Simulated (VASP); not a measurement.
Runs of VASP 6.6.1 on Si. The structure is that of space group P6/mmm (No. 191), or close to it. The cells are those of the table. 

| task | level | cell | k mesh | cutoff (eV) | smearing | gap on the mesh (eV) | pressure (GPa) |
| --- | --- | --- | --- | --- | --- | --- | --- |
| relaxation of cell and atoms | PBE+D3(BJ) | relaxed from a = 3.127, b = 3.127, c = 4.526 Å, angles 90.0, 90.0, 120.0°, 2 atoms | 6 × 6 × 4 | 600 | gaussian 0.1 eV | none | 0.1 |
| single point | PBE+D3(BJ) | a = 3.959, b = 3.959, c = 3.123 Å, angles 90.0, 90.0, 120.0°, 2 atoms | 6 × 6 × 4 | 520 | gaussian 0.1 eV | none | -0.1 |
| single point | PBE+D3(BJ) | a = 4.084, b = 4.084, c = 2.617 Å, angles 90.0, 90.0, 120.0°, 2 atoms | 12 × 12 × 14 | 520 | gaussian 0.1 eV | none | -0.1 |
| single point | PBE+D3(BJ) | a = 3.127, b = 3.127, c = 4.526 Å, angles 90.0, 90.0, 120.0°, 2 atoms | 6 × 6 × 4 | 500 | gaussian 0.1 eV | none | 110.0 |
| single point | PBEsol+D3(BJ) | a = 4.084, b = 4.084, c = 2.617 Å, angles 90.0, 90.0, 120.0°, 2 atoms | 12 × 12 × 14 | 500 | tetrahedron | none | (a) |

Alike in all rows: potentials or basis VASP PAW PBE potentials, release 64 (Si); no spin polarisation.

**Question.** Fill in the values left out.

**Answer.** (a) -1.4.

Caveats: some runs use coarse meshes; pairwise dispersion overbinds metals, which lowers pressure and volume; the PAW data sets were made with another functional, which shifts forces and pressure a little (some runs); tetrahedron occupations give inexact forces and stress in metals (some runs).

A gap of «none» marks levels without a gap at the run's occupations.
